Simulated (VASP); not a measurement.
A run of VASP 6.6.1 is set up as follows.

INCAR

```
SYSTEM = Sr3Mo
PREC     = Accurate       ! precision mode
ENCUT    = 600            ! plane-wave cutoff, eV
EDIFF    = 1E-6           ! SCF threshold, eV
ISMEAR   = 0              ! smearing method
SIGMA    = 0.1            ! smearing width, eV
LREAL    = .False.        ! projectors in reciprocal space
LASPH    = .True.         ! aspherical terms in the spheres
NELM     = 100            ! most SCF steps
ALGO     = Fast           ! electronic algorithm
ISIF     = 3              ! what is computed and relaxed
LWAVE    = .False.        ! write WAVECAR
LCHARG   = .False.        ! write CHGCAR
GGA      = PE             ! functional
IBRION   = 2              ! ionic algorithm
NSW      = 100            ! ionic steps
EDIFFG   = -0.01          ! ionic threshold
```

KPOINTS

```
regular mesh
0
Gamma
  10 10 10
  0 0 0
```

File POSCAR:

```
Sr3Mo
1.0
    5.1960024605      0.0000000000      0.0000000000
    0.0000000000      5.1960024605      0.0000000000
    0.0000000000      0.0000000000      5.1960024605
Sr Mo
3 1
Direct
    0.0000000000      0.5000000000      0.5000000000
    0.5000000000      0.0000000000      0.5000000000
    0.5000000000      0.5000000000      0.0000000000
    0.0000000000      0.0000000000      0.0000000000
```

Potentials or basis: VASP PAW PBE potentials, release 64 (Sr_sv, Mo_sv).

Run with:

```console
$ cat potpaw_PBE.64/Sr_sv/POTCAR potpaw_PBE.64/Mo_sv/POTCAR > POTCAR
$ mpirun -np 1 vasp_std > vasp.out
```

What does it give for the relaxed volume?

35.32 Å³/atom.

What does it give for the relaxed cell?

a = 5.208 Å, b = 5.208 Å, c = 5.208 Å, α = 90.00°, β = 90.00°, γ = 90.00°.

Predict the band gap on the k mesh.

zero (band 22 reaches 3.48 eV, above the bottom of band 23 at 2.56 eV).

Final structure:
```
Sr Mo
1.0
     5.20833    0.00000    0.00000
     0.00000    5.20833    0.00000
     0.00000    0.00000    5.20833
Sr Mo
3 1
Direct
  0.00000 0.50000 0.50000
  0.50000 0.00000 0.50000
  0.50000 0.50000 0.00000
  0.00000 0.00000 0.00000
```
